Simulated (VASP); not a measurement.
Wanted: the native input for a VASP 6.6.1 run.

```
Task                   : single point
Functional             : PBE
Potentials or basis    : VASP PAW PBE potentials, release 64 (Al, As)
Cutoff                 : 500 eV
k mesh                 : 6 × 6 × 6
Occupations            : gaussian, width 0.01 eV
Spin                   : no spin polarisation
Dipole correction      : no
Further INCAR settings : ALGO = Normal; EDIFF = 1e-06; NBANDS = 11
```

The structure of AlAs lies in POSCAR:

```
AlAs
1.0
    0.0000000000      2.9199739124      2.9199739124
    2.9199739124      0.0000000000      2.9199739124
    2.9199739124      2.9199739124      0.0000000000
Al As
1 1
Direct
    0.0000000000      0.0000000000      0.0000000000
    0.2500000000      0.2500000000      0.2500000000
```

This cell differs from its parent crystal: volume changed by +6%.

One way to write it, as run:

INCAR

```
  PREC = Accurate
  ENCUT = 500
  EDIFF = 1E-6
  ISMEAR = 0
  SIGMA = 0.01
  LREAL = F
  LASPH = T
  NELM = 120
  ALGO = Normal
  ISIF = 2
  LWAVE = F
  LCHARG = F
  GGA = PE
  NBANDS = 11
  GGA_COMPAT = F
```

KPOINTS

```
Automatic mesh
0
Gamma
  6 6 6
```

Potentials or basis: VASP PAW PBE potentials, release 64 (Al, As).

The run is started by

```console
$ cat potpaw_PBE.64/Al/POTCAR potpaw_PBE.64/As/POTCAR > POTCAR
$ mpirun -np 1 vasp_std > vasp.out
```

It gave:

```json
{"Pressure": "-3.3 GPa", "Band gap on the k mesh": "1.34 eV, direct"}
```

Run time: 10 s on 1 thread of Intel(R) Xeon(R) 6975P-C (Granite Rapids), with other jobs on the host, peak memory 0.16 GiB.
